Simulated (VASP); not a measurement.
Be4Se3, 7 atoms in the cell. It takes space group F-43m (No. 216, cubic). The conventional cell has a = 7.753 Å, b = 7.753 Å, c = 7.753 Å, α = 90.00°, β = 90.00°, γ = 90.00°. Be (site symmetry 3m) has 1 Se at 2.00 Å and 3 Be at 2.22 Å within 2.7 Å. Se (site symmetry -43m) has 4 Be at 2.00 Å within 2.7 Å. Within 4.2 Å of Se (site symmetry -43m) lie 12 Be at 3.17 Å and 10 Se at 3.36 to 3.88 Å. Within 4.3 Å of Se (site symmetry -43m) lie 12 Be at 3.29 Å and 8 Se at 3.36 Å. 

```yaml
Program: VASP 6.6.1
Task: single point
Functional: PBE
Potentials_or_basis: VASP PAW PBE potentials, release 64 (Be, Se)
Cutoff: 520 eV
k_mesh: 4 × 4 × 4
Occupations: gaussian, width 0.1 eV
Spin: no spin polarisation
Dipole_correction: no
Further_INCAR_settings: ALGO = Normal; EDIFF = 1e-06; NBANDS = 22
```

Potentials or basis: VASP PAW PBE potentials, release 64 (Be, Se).

Launch:

```bash
$ cat potpaw_PBE.64/Be/POTCAR potpaw_PBE.64/Se/POTCAR > POTCAR
$ mpirun -np 1 vasp_std > vasp.out
```

Hardware: 1 thread of Intel(R) Xeon(R) Platinum 8488C (Sapphire Rapids) (shared host).

**Question.** How long does it take, and how much memory?

**Answer.** Run time: 20 s on 1 thread of Intel(R) Xeon(R) Platinum 8488C (Sapphire Rapids), with other jobs on the host, peak memory 0.24 GiB. Counts: scf iterations 13, k points 8.
